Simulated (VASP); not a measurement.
Input of a VASP 6.6.1 run:

INCAR

```
SYSTEM = Pb
PREC = Accurate
ENCUT = 520
EDIFF = 1E-6
ISMEAR = -1
SIGMA = 0.05
LREAL = .FALSE.
LASPH = .TRUE.
NELM = 150
ALGO = Normal
ISIF = 2
LWAVE = .FALSE.
LCHARG = .TRUE.
MAGMOM = 0 0 0 0 0 0
LORBIT = 11
LSORBIT = .TRUE.
GGA_COMPAT = .FALSE.
LORBMOM = .TRUE.
GGA = PS
LVHAR = .TRUE.
NBANDS = 40
```

File KPOINTS:

```
regular mesh
0
G
  9 9 5
  0 0 0
```

Contents of POSCAR:

```
Pb
1.0
    3.0386068135     -1.7503199600      0.0000000000
    3.0386068135      1.7503199600      0.0000000000
   -2.1154626375      0.0000000000      6.0952248674
Pb
2
Direct
    0.9085084100      0.9085084100      0.7262922000
    0.0914915900      0.0914915900      0.2737078000
```

Potentials or basis: VASP PAW PBE potentials, release 64 (Pb_d).

The run is started by

```sh
$ cat potpaw_PBE.64/Pb_d/POTCAR > POTCAR
$ mpirun -np 1 vasp_ncl > vasp.out
```

Q: Predict the pressure.

A: -1.6 GPa.

Q: Predict the net moment.

A: 0.00 μB per cell.

Q: What does it give for the largest force?

A: 0.101 eV/Å.

Moments on the atoms (μB; x, y, z):
```
Pb  0.00 0.00 0.00
Pb  0.00 0.00 0.00
```

Caveat: the PAW data sets were made with another functional, which shifts forces and pressure a little.
